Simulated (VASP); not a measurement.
# ZnSe (I-4m2) in VASP: a series of runs

ZnSe is run at these levels: PBE, r2SCAN; tasks: single point.

All numbers are computed with VASP 6.6.1; they aren't measurements. Logs are shortened: lines on timing, memory, paths and dates and some standing lists are left out, and cuts for length are marked.

### 1 The cell of the first run

It takes space group I-4m2 (No. 119, tetragonal). The conventional cell has a = 3.897 Å, b = 3.897 Å, c = 5.665 Å, α = 90.00°, β = 90.00°, γ = 90.00°. Zn (site symmetry -4m2) has 4 Se at 2.41 Å within 3.2 Å. Within 3.2 Å of Se (site symmetry -4m2) lie 4 Zn at 2.41 Å.

### 2 Single point, PBE (biaxial xy strain -2.7%)

File INCAR:

```
  PREC = Accurate
  ENCUT = 520
  EDIFF = 1E-6
  ISMEAR = -1
  SIGMA = 0.02
  LREAL = False
  LASPH = True
  NELM = 60
  ALGO = Normal
  ISIF = 2
  LWAVE = False
  LCHARG = False
  GGA = PE
  NBANDS = 16
```

File KPOINTS:

```
Automatic mesh
0
Gamma
  8 8 8
```

File POSCAR:

```
ZnSe
1.0
    0.0000000000      2.7556659633      2.8324246719
    2.7556659633      0.0000000000      2.8324246719
    2.7556659633      2.7556659633      0.0000000000
Zn Se
1 1
Direct
    0.0000000000      0.0000000000      0.0000000000
    0.2500000000      0.2500000000      0.2500000000
```

Potentials or basis: VASP PAW PBE potentials, release 64 (Zn, Se).

On the command line:

```sh
$ cat potpaw_PBE.64/Zn/POTCAR potpaw_PBE.64/Se/POTCAR > POTCAR
$ mpirun -np 1 vasp_std > vasp.out
```

OUTCAR:

```text
PREC = Accurate
   ENCUT = 520
   EDIFF = 1E-6
   ISMEAR = -1
   LREAL = False
   LASPH = True
   NELM = 60
   ISIF = 2
   GGA = PE

 ion  position               nearest neighbor table
   1  0.000  0.000  0.000-   2 2.41   2 2.41   2 2.41   2 2.41
   2  0.250  0.250  0.250-   1 2.41   1 2.41   1 2.41   1 2.41

  LATTYP: Found a body centered tetragonal cell.
 ALAT       =     3.8971001787
 C/A-ratio  =     1.4536062929

  Lattice vectors:

 A1 = (  -2.7556659633,   0.0000000000,   2.8324246719)
 A2 = (   2.7556659633,   0.0000000000,   2.8324246719)
 A3 = (   0.0000000000,   2.7556659633,  -2.8324246719)

Analysis of symmetry for initial positions (statically):
=====================================================================
 Subroutine PRICEL returns:
 Original cell was already a primitive cell.

 Routine SETGRP: Setting up the symmetry group for a
 body centered tetragonal supercell.

 Subroutine GETGRP returns: Found  8 space group operations
 (whereof  8 operations were pure point group operations)
 out of a pool of 16 trial point group operations.

The static configuration has the point symmetry D_2d.

Analysis of symmetry for dynamics (positions and initial velocities):
=====================================================================
 Subroutine PRICEL returns:
 Original cell was already a primitive cell.

 Routine SETGRP: Setting up the symmetry group for a
 body centered tetragonal supercell.

 Subroutine GETGRP returns: Found  8 space group operations
 (whereof  8 operations were pure point group operations)
 out of a pool of 16 trial point group operations.

The dynamic configuration has the point symmetry D_2d.

 Subroutine INISYM returns: Found  8 space group operations
 (whereof  8 operations are pure point group operations),
 and found     1 'primitive' translations

----------------------------------------------------------------------------------------

                                     Primitive cell

  volume of cell :      43.0171

  direct lattice vectors                    reciprocal lattice vectors
     0.000000000  2.755665963  2.832424672    -0.181444343  0.181444343  0.176527201
     2.755665963  0.000000000  2.832424672     0.181444343 -0.181444343  0.176527201
     2.755665963  2.755665963  0.000000000     0.181444343  0.181444343 -0.176527201

  length of vectors
     3.951749540  3.951749540  3.897100179     0.311457785  0.311457785  0.311457785

  position of ions in fractional coordinates (direct lattice)
     0.000000000  0.000000000  0.000000000
     0.250000000  0.250000000  0.250000000
[... 78 lines left out ...]
   LREAL  =      F    real-space projection
   EDIFFG = 0.1E-04   stopping-criterion for IOM
   NSW    =      0    number of steps for IOM
   IBRION =     -1    ionic relax: 0-MD 1-quasi-New 2-CG
   NFREE  =      0    steps in history (QN), initial steepest desc. (CG)
   ISIF   =      2    stress and relaxation
   ISYM   =      2    0-nonsym 1-usesym 2-fastsym
   POTIM  = 0.5000    time-step for ionic-motion
   TEBEG  =    0.0;   TEEND  =   0.0 temperature during run
   PSTRESS=    0.0 pullay stress
   NELECT =      18.0000    total number of electrons
   NUPDOWN=      -1.0000    fix difference up-down
   EMIN   =  10.00;   EMAX   =-10.00  energy-range for DOS
   EFERMI =   0.00;   METHOD = LEGACY
   ISMEAR =    -1;   SIGMA  =   0.02  broadening in eV -4-tet -1-fermi 0-gaus
   EFERMI_NEDOS =   21; number of points for ismear=-14 and -15
   IALGO  =     38    algorithm
   IMIX   =      4    mixing-type and parameters
     AMIX     =   0.40;   BMIX     =  1.00
     AMIX_MAG =   1.60;   BMIX_MAG =  1.00
  volume/ion in A,a.u.               =      21.51       145.15
  Fermi-wavevector in a.u.,A,eV,Ry     =   1.224480  2.313932 20.399925  1.499352
  Thomas-Fermi vector in A             =   2.359553
   LORBIT       =      0    0 simple, 1 ext, 2 COOP (PROOUT), +10 PAW based schemes
   GGA     = PE    functional components
   LHFCALC =     F    Hartree Fock is set to
   AEXX    =    0.0000 exact exchange contribution
   IVDW    =     0    specifies the selected vdW correction
   LEPSILON=     F    determine dielectric tensor
   LRPA    =     F    only Hartree local field effects (RPA)
 non-spin polarized calculation
  energy-cutoff  :      520.00
  volume of cell :       43.02
 maximum number of plane-waves:      1179
 NGX is ok and might be reduce to    30
   NGX = 15   NGY = 15   NGZ = 15

 number of electron      17.9999984 magnetization

 Free energy of the ion-electron system (eV)
  ---------------------------------------------------
  ext. energy  EPLUGINS =         0.00000000
  ---------------------------------------------------
  free energy    TOTEN  =        -5.94968304 eV

  energy without entropy =       -5.94968304  energy(sigma->0) =       -5.94968304

 E-fermi :   2.6031     XC(G=0):  -9.5830

 val. band max:        2.1504704761   @ k =   0.0000   0.0000   0.0000
 cond. band min:       3.6336927741   @ k =   0.0000   0.0000   0.0000
 fundamental gap:      1.4832222980
 Fermi energy:         2.6030679861

 k-point     1 :       0.0000    0.0000    0.0000
  band No.  band energies     occupation
      1     -11.5231      2.00000
      2      -4.6627      2.00000
      3      -4.6490      2.00000
      4      -4.6490      2.00000
      5      -4.2348      2.00000
      6      -4.2280      2.00000
[... 433 lines left out ...]
      3      -4.5453      2.00000
      4      -4.4792      2.00000
      5      -4.2283      2.00000
      6      -4.2051      2.00000
[... 8 lines left out ...]
     15      14.0308      0.00000
     16      14.6371      0.00000

 [... further k-points ...]

------------------------ aborting loop because EDIFF is reached ----------------------------------------

  FORCE on cell =-STRESS in cart. coord.  units (eV):
  Direction    XX          YY          ZZ          XY          YZ          ZX
  --------------------------------------------------------------------------------------
  -------------------------------------------------------------------------------------
  Total        1.8522971      1.8522971      1.6045814      0.0000000      0.0000000      0.0000000
  in kB       68.9889803     68.9889803     59.7627868      0.0000000      0.0000000      0.0000000
  external PRESSURE =      65.9135825 kB  Pullay stress =       0.0000000 kB

 VOLUME and BASIS-vectors are now :
 -----------------------------------------------------------------------------
  energy-cutoff  :      520.00
  volume of cell :       43.02
      direct lattice vectors                 reciprocal lattice vectors
     0.000000000  2.755665963  2.832424672    -0.181444343  0.181444343  0.176527201
     2.755665963  0.000000000  2.832424672     0.181444343 -0.181444343  0.176527201
     2.755665963  2.755665963  0.000000000     0.181444343  0.181444343 -0.176527201

 POSITION                                       TOTAL-FORCE (eV/Angst)
 -----------------------------------------------------------------------------------
      0.00000      0.00000      0.00000        -0.000000     -0.000000     -0.000000
      1.37783      1.37783      1.41621         0.000000      0.000000      0.000000
 -----------------------------------------------------------------------------------
    total drift:                                0.000001      0.000001      0.000001

  FREE ENERGIE OF THE ION-ELECTRON SYSTEM (eV)
  ---------------------------------------------------
  free  energy   TOTEN  =        -5.9496830390 eV

  energy  without entropy=       -5.9496830390  energy(sigma->0) =       -5.94968304
```

OSZICAR:

```text
N       E                     dE             d eps       ncg     rms          rms(c)
DAV:   1     0.872188217726E+02    0.87219E+02   -0.88966E+03  1888   0.132E+03
DAV:   2    -0.954346721855E+00   -0.88173E+02   -0.82922E+02  2184   0.253E+02
DAV:   3    -0.619880534541E+01   -0.52445E+01   -0.52269E+01  2256   0.605E+01
DAV:   4    -0.623912379109E+01   -0.40318E-01   -0.40311E-01  2416   0.564E+00
DAV:   5    -0.623930847536E+01   -0.18468E-03   -0.18468E-03  2320   0.350E-01    0.528E+00
DAV:   6    -0.597037807340E+01    0.26893E+00   -0.53622E-01  2792   0.249E+01    0.398E+00
DAV:   7    -0.594974851625E+01    0.20630E-01   -0.16428E-01  2176   0.370E+00    0.168E+00
DAV:   8    -0.594941356073E+01    0.33496E-03   -0.47226E-03  2568   0.793E-01    0.474E-01
DAV:   9    -0.594958631126E+01   -0.17275E-03   -0.11759E-03  2232   0.263E-01    0.641E-02
DAV:  10    -0.594969962468E+01   -0.11331E-03   -0.25278E-04  2416   0.125E-01    0.273E-02
DAV:  11    -0.594968221534E+01    0.17409E-04   -0.50258E-05  2328   0.686E-02    0.605E-03
DAV:  12    -0.594968303896E+01   -0.82362E-06   -0.68798E-06  2432   0.162E-02
   1 F= -.59496830E+01 E0= -.59496830E+01  d E =-.550955E-12
```

stdout:

```text
POSCAR found type information on POSCAR ZnSe
 POSCAR found :  2 types and       2 ions
 scaLAPACK will be used
 LDA part: xc-table for (Slater+PW92), standard interpolation
 POSCAR, INCAR and KPOINTS ok, starting setup
 FFT: planning ... GRIDC
 FFT: planning ... GRID_SOFT
 FFT: planning ... GRID
 WAVECAR not read
 entering main loop
```

Wall time 61 s (1 thread of Intel Xeon 8259CL, shared host); peak memory 0.19 GiB.

What came out:

```yaml
Free_energy: -5.9497 eV
Pressure: 6.6 GPa
Band_gap_on_the_k_mesh: 1.48 eV
```

Levels at points of the mesh, in eV from the valence-band top:
| k point | band 7 | band 8 | band 9 | band 10 | band 11 | band 12 |
| --- | --- | --- | --- | --- | --- | --- |
| (0.00, 0.00, 0.00) | -0.11 | 0.00 | 0.00 | 1.48 | 5.74 | 5.74 |
| (0.50, 0.00, 0.00) | -5.64 | -1.08 | -0.90 | 2.59 | 6.23 | 6.44 |
| (0.50, 0.50, 0.00) | -5.15 | -2.33 | -2.33 | 2.91 | 3.59 | 10.95 |
| (0.50, 0.00, 0.50) | -4.98 | -2.51 | -2.45 | 2.77 | 3.32 | 11.21 |

Caveat: the cell differs from its parent crystal (biaxial xy strain -2.7%); the cell stands under pressure.

### 3 Single point, PBE (uniaxial x strain +2.3%)

File INCAR:

```
SYSTEM = ZnSe
PREC = Accurate
ENCUT = 520
EDIFF = 1E-6
ISMEAR = -1
SIGMA = 0.02
LREAL = .False.
LASPH = .True.
NELM = 80
ALGO = Normal
ISIF = 2
LWAVE = .False.
LCHARG = .True.
GGA = PE
LELF = .True.
LVHAR = .True.
NBANDS = 16
```

File KPOINTS:

```
regular mesh
0
Gamma
  8 8 8
  0 0 0
```

File POSCAR:

```
ZnSe
1.0
    0.0000000000      2.8324246719      2.8324246719
    2.8978536818      0.0000000000      2.8324246719
    2.8978536818      2.8324246719      0.0000000000
Zn Se
1 1
Direct
    0.0000000000      0.0000000000      0.0000000000
    0.2500000000      0.2500000000      0.2500000000
```

Potentials or basis: VASP PAW PBE potentials, release 64 (Zn, Se).

On the command line:

```sh
$ cat potpaw_PBE.64/Zn/POTCAR potpaw_PBE.64/Se/POTCAR > POTCAR
$ mpirun -np 1 vasp_std > vasp.out
```

Run time: 76 s. Hardware: 1 thread of Intel Xeon 8259CL, shared host; peak memory 0.2 GiB.

Results (log left out):

* Free energy: -6.0285 eV
* Pressure: 1.0 GPa
* Band gap on the k mesh: 1.17 eV

Stress tensor (GPa, compression positive):
```
0.43 0.00 0.00
0.00 1.24 0.00
0.00 0.00 1.24
```

Levels at points of the mesh, in eV from the valence-band top:
```
           k point  band 5  band 6  band 7  band 8  band 9  band 10  band 11  band 12  band 13  band 14
(0.00, 0.00, 0.00)   -6.15   -6.15   -0.09    0.00    0.00     1.17     5.78     5.78     5.79     9.82
(0.50, 0.00, 0.00)   -6.13   -6.00   -5.12   -0.93   -0.80     2.47     6.28     6.44     8.49    10.84
(0.50, 0.50, 0.00)   -6.10   -5.97   -4.64   -2.20   -2.16     2.97     3.36    10.62    10.93    11.16
(0.00, 0.50, 0.50)   -6.10   -5.99   -4.77   -2.06   -2.06     3.07     3.57    10.41    11.08    11.08
```

Caveat: the cell differs from its parent crystal (uniaxial x strain +2.3%).

### 4 Single point, r2SCAN (biaxial xy strain -2.7%)

File POSCAR:

```
ZnSe
1.0
    0.0000000000      2.7556659633      2.8324246719
    2.7556659633      0.0000000000      2.8324246719
    2.7556659633      2.7556659633      0.0000000000
Zn Se
1 1
Direct
    0.0000000000      0.0000000000      0.0000000000
    0.2500000000      0.2500000000      0.2500000000
```

File INCAR.step1:

```
SYSTEM = ZnSe
PREC = Accurate
ENCUT = 520
ISMEAR = 0
SIGMA = 0.01
LREAL = .FALSE.
LASPH = .TRUE.
NELM = 60
NBANDS = 16
GGA = PE
ALGO = Normal
EDIFF = 1E-4
LWAVE = .TRUE.
LCHARG = .FALSE.
```

File INCAR.step2:

```
SYSTEM = ZnSe
PREC = Accurate
ENCUT = 520
EDIFF = 1E-6
ISMEAR = 0
SIGMA = 0.01
LREAL = .FALSE.
LASPH = .TRUE.
NELM = 60
ALGO = Normal
ISIF = 2
LWAVE = .FALSE.
LCHARG = .FALSE.
METAGGA = R2SCAN
LMIXTAU = .TRUE.
NBANDS = 16
ISTART = 1
```

File KPOINTS:

```
regular mesh
0
G
  8 8 8
  0 0 0
```

On the command line:

```sh
$ cat potpaw_PBE.64/Zn/POTCAR potpaw_PBE.64/Se/POTCAR > POTCAR
$ cp INCAR.step1 INCAR
$ mpirun -np 1 vasp_std > vasp.out
$ cp INCAR.step2 INCAR
$ mpirun -np 1 vasp_std > vasp.out
```

Wall time 5.3 min (1 thread of Intel Xeon 8259CL, shared host); peak memory 0.19 GiB.

It converged, with:

```yaml
Free_energy: -24.8761 eV
Pressure: 4.2 GPa
Band_gap_on_the_k_mesh: 2.08 eV
```

Stress tensor (GPa, compression positive):
```
4.55 0.00 0.00
0.00 4.55 0.00
0.00 0.00 3.47
```

Levels at points of the mesh, in eV from the valence-band top:
```tsv
k point	band 5	band 6	band 7	band 8	band 9	band 10	band 11	band 12	band 13	band 14
(0.00, 0.00, 0.00)	-6.49	-6.48	-0.11	0.00	0.00	2.08	6.25	6.25	6.26	10.80
(0.50, 0.00, 0.00)	-6.46	-6.31	-5.73	-1.10	-0.92	3.11	6.71	6.93	9.20	11.98
(0.50, 0.50, 0.00)	-6.43	-6.31	-5.20	-2.38	-2.38	3.27	4.01	11.74	12.46	12.46
(0.50, 0.00, 0.50)	-6.43	-6.27	-5.03	-2.57	-2.51	3.12	3.73	12.02	12.24	12.55
```

Caveat: the cell differs from its parent crystal (biaxial xy strain -2.7%); the cell stands under pressure; the PAW data sets were made with another functional, which shifts forces and pressure a little.

[end of part 1 of 2]
